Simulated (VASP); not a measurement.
Set up this calculation in VASP 6.6.1, as the native input.

| Item | Value |
| --- | --- |
| Task | single point |
| Functional | PBE |
| Potentials or basis | VASP PAW PBE potentials, release 64 (Co, Te, H) |
| Cutoff | 520 eV |
| k mesh | 6 × 6 × 4 |
| Occupations | gaussian, width 0.1 eV |
| Spin | collinear spin, antiferromagnetic start |
| Starting moments | [-3.0, 3.0, 0.0, 0.0, 0.0, 0.0] μB |
| Dipole correction | no |
| Further INCAR settings | ALGO = Normal; EDIFF = 1e-06; NBANDS = 29 |

The structure of CoTeH lies in POSCAR:

```
CoTeH
1.0
    4.9710112300      0.0000000000      0.0000000000
   -2.4855056100      4.3050220100      0.0000000000
    0.0000000000      0.0000000000      6.0930305400
Co Te H
2 2 2
Direct
    0.3333333300      0.6666666700      0.2500000000
    0.6666666700      0.3333333300      0.7500000000
    0.0000000000      0.0000000000      0.0000000000
    0.0000000000      0.0000000000      0.5000000000
    0.0000000000      0.0000000000      0.2500000000
    0.0000000000      0.0000000000      0.7500000000
```

The cell was generated, and may not be a known phase.

One way to write it, as run:

INCAR

```
SYSTEM = CoTeH
PREC = Accurate ; ENCUT = 520
EDIFF = 1E-6 ; ISMEAR = 0
SIGMA = 0.1 ; LREAL = .FALSE.
LASPH = .TRUE. ; NELM = 150
ALGO = Normal ; ISIF = 2
LWAVE = .FALSE. ; LCHARG = .TRUE.
ISPIN = 2 ; MAGMOM = -3 3 0 0 0 0
LORBIT = 11 ; LMAXMIX = 4
GGA = PE ; LELF = .TRUE.
LVHAR = .TRUE. ; NBANDS = 29
```

KPOINTS

```
Automatic mesh
0
G
  6 6 4
  0 0 0
```

Potentials or basis: VASP PAW PBE potentials, release 64 (Co, Te, H).

Launch:

```console
$ cat potpaw_PBE.64/Co/POTCAR potpaw_PBE.64/Te/POTCAR potpaw_PBE.64/H/POTCAR > POTCAR
$ mpirun -np 1 vasp_std > vasp.out
```

Results of the run:

```json
{"Pressure": "12.0 GPa", "Band gap on the k mesh": "zero (filled and empty bands overlap)", "Net moment": "0.00 μB per cell", "Site moments": "Co -2.05, +2.05; Te +0.00; H -0.00, +0.00 μB", "Valence electrons inside the program's atomic spheres": "Co 7.64; Te 3.59; H 0.75"}
```

Caveat: the stress differs along the axes, from -7 to 50 GPa; the antiferromagnetic order is the one typed at the start, and another may lie lower; spin-orbit coupling is left out, which moves the levels of the heavy elements.

Run time: 110 s on 1 thread of Intel(R) Xeon(R) 6975P-C (Granite Rapids) (shared host), peak memory 0.39 GiB.
